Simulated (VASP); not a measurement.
Here is a VASP 6.6.1 calculation.

POSCAR

```
Ni2PtS2
1.0
    0.0691540000      3.6090490000      0.0354410000
    3.6018110000      0.0691540000     -0.0318240000
    1.8890680000      1.7794260000     -5.9858470000
Ni S Pt
2 2 1
Direct
    0.7740370000      0.2500840000      0.4924160000
    0.2552670000      0.7441920000      0.5027520000
    0.3495940000      0.3699940000      0.2797170000
    0.6262510000      0.6401210000      0.7228400000
    0.0145710000      0.9896050000      0.9960060000
```

Contents of INCAR.step1:

```
SYSTEM = Ni2PtS2
ALGO = Normal ; EDIFF = 1E-4
ENCUT = 520 ; GGA = PE
ISMEAR = 1 ; ISPIN = 2
LASPH = .TRUE. ; LCHARG = .FALSE.
LMAXMIX = 4 ; LREAL = .FALSE.
LWAVE = .TRUE. ; MAGMOM = 0 0 0 0 0
NBANDS = 33 ; NELM = 150
PREC = Accurate ; SIGMA = 0.2847
```

The input INCAR.step2:

```
SYSTEM = Ni2PtS2
ALGO = Normal ; EDIFF = 1E-6
ENCUT = 520 ; ISIF = 2
ISMEAR = 1 ; ISPIN = 2
ISTART = 1 ; LASPH = .TRUE.
LCHARG = .FALSE. ; LMAXMIX = 4
LMIXTAU = .TRUE. ; LORBIT = 11
LREAL = .FALSE. ; LWAVE = .FALSE.
MAGMOM = 0 0 0 0 0 ; METAGGA = R2SCAN
NBANDS = 33 ; NELM = 150
PREC = Accurate ; SIGMA = 0.2847
```

The input KPOINTS:

```
Automatic mesh
0
Gamma
  5 5 3
  0 0.5 0.5
```

Potentials or basis: VASP PAW PBE potentials, release 64 (Ni, S, Pt).

The run is started by

```sh
$ cat potpaw_PBE.64/Ni/POTCAR potpaw_PBE.64/S/POTCAR potpaw_PBE.64/Pt/POTCAR > POTCAR
$ cp INCAR.step1 INCAR
$ mpirun -np 1 vasp_std > vasp.out
$ cp INCAR.step2 INCAR
$ mpirun -np 1 vasp_std > vasp.out
```

(1) Predict the net moment.

(2) What does it give for the band gap on the k mesh?

(3) What does it give for the largest force?

## Answers

(1) 0.00 μB per cell.

(2) zero (filled and empty bands overlap).

(3) 0.844 eV/Å.

Caveat: the k points lie up to 0.37 Å⁻¹ apart; the PAW data sets were made with another functional, which shifts forces and pressure a little; spin-orbit coupling is left out, which moves the levels of the heavy elements.
